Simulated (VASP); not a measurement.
Set up this calculation in VASP 6.6.1, as the native input.

* Task: single point
* Functional: revPBE
* Dispersion: D3(BJ)
* Potentials or basis: VASP PAW PBE potentials, release 64 (Os)
* Cutoff: 520 eV
* k mesh: 11 × 11 × 6
* Occupations: fermi-dirac, width 0.05 eV
* Spin: no spin polarisation
* Dipole correction: no
* Further INCAR settings: ALGO = Normal; EDIFF = 1e-06; NBANDS = 15

The structure of Os lies in POSCAR:

```
Os
1.0
    2.7700791260      0.0000000000      0.0000000000
   -1.3850395630      2.3989588936      0.0000000000
    0.0000000000      0.0000000000      4.3765446767
Os
2
Direct
    0.6666666667      0.3333333333      0.7500000000
    0.3333333333      0.6666666667      0.2500000000
```

These files were run (other wordings do the same):

INCAR

```
SYSTEM = Os
PREC = Accurate
ENCUT = 520
EDIFF = 1E-6
ISMEAR = -1
SIGMA = 0.05
LREAL = .False.
LASPH = .True.
NELM = 80
ALGO = Normal
ISIF = 2
LWAVE = .False.
LCHARG = .True.
GGA = RE
IVDW = 12
LELF = .True.
LVHAR = .True.
NBANDS = 15
```

KPOINTS

```
Automatic mesh
0
Gamma
  11 11 6
  0 0 0
```

Potentials or basis: VASP PAW PBE potentials, release 64 (Os).

Command:

```console
$ cat potpaw_PBE.64/Os/POTCAR > POTCAR
$ mpirun -np 1 vasp_std > vasp.out
```

Results of the run:

```yaml
Pressure: -17.7 GPa
Band_gap_on_the_k_mesh: zero (band 8 reaches 10.89 eV, above the bottom of band 9 at 7.25 eV)
Dispersion_energy_per_atom: -1.155 eV
```

Caveat: the PAW data sets were made with another functional, which shifts forces and pressure a little; spin-orbit coupling is left out, which moves the levels of the heavy elements; pairwise dispersion overbinds metals, which lowers pressure and volume.

Wall time 11 s on 1 thread of Intel(R) Xeon(R) 6975P-C (Granite Rapids), with other jobs on the host, peak memory 0.17 GiB.
